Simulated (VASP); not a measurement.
Write the native input for VASP 6.6.1 that does the following.

```yaml
Task: single point
Functional: r2SCAN
Potentials_or_basis: VASP PAW PBE potentials, release 64 (Cd, Te)
Cutoff: 520 eV
k_mesh: 6 × 6 × 6
Occupations: gaussian, width 0.01 eV
Spin: no spin polarisation
Dipole_correction: no
Further_INCAR_settings: ALGO = Normal; EDIFF = 1e-06; NBANDS = 16
```

The system is CdTe.

```
Cd Te
1.0
     4.53255    0.00000    0.00000
     2.26628    3.92531    0.00000
     2.26628    1.30844    3.70081
Cd Te
1 1
Direct
  0.00000 0.00000 0.00000
  0.25000 0.25000 0.25000
```

One way to write it, as run:

POSCAR

```
CdTe
1.0
    4.5325540000      0.0000000000      0.0000000000
    2.2662770000      3.9253069080      0.0000000000
    2.2662770000      1.3084356360      3.7008148439
Cd Te
1 1
Direct
    0.0000000000      0.0000000000      0.0000000000
    0.2500000000      0.2500000000      0.2500000000
```

INCAR.step1

```
SYSTEM = CdTe
  PREC = Accurate
  ENCUT = 520
  ISMEAR = 0
  SIGMA = 0.01
  LREAL = .False.
  LASPH = .True.
  NELM = 60
  NBANDS = 16
  GGA = PE
  ALGO = Normal
  EDIFF = 1E-4
  LWAVE = .True.
  LCHARG = .False.
```

INCAR.step2

```
SYSTEM = CdTe
  PREC = Accurate
  ENCUT = 520
  EDIFF = 1E-6
  ISMEAR = 0
  SIGMA = 0.01
  LREAL = .False.
  LASPH = .True.
  NELM = 60
  ALGO = Normal
  ISIF = 2
  LWAVE = .False.
  LCHARG = .False.
  METAGGA = R2SCAN
  LMIXTAU = .True.
  NBANDS = 16
  ISTART = 1
```

KPOINTS

```
Automatic mesh
0
Gamma
  6 6 6
  0 0 0
```

Potentials or basis: VASP PAW PBE potentials, release 64 (Cd, Te).

The run is started by

```console
$ cat potpaw_PBE.64/Cd/POTCAR potpaw_PBE.64/Te/POTCAR > POTCAR
$ cp INCAR.step1 INCAR
$ mpirun -np 1 vasp_std > vasp.out
$ cp INCAR.step2 INCAR
$ mpirun -np 1 vasp_std > vasp.out
```

Results of the run:

```json
{
  "Pressure": "3.4 GPa",
  "Band gap on the k mesh": "1.38 eV, direct"
}
```

Caveat: the PAW data sets were made with another functional, which shifts forces and pressure a little; spin-orbit coupling is left out, which moves the levels of the heavy elements.

Run time: 41 s on 1 thread of Intel(R) Xeon(R) Platinum 8559C (Emerald Rapids) (shared host), peak memory 0.21 GiB.
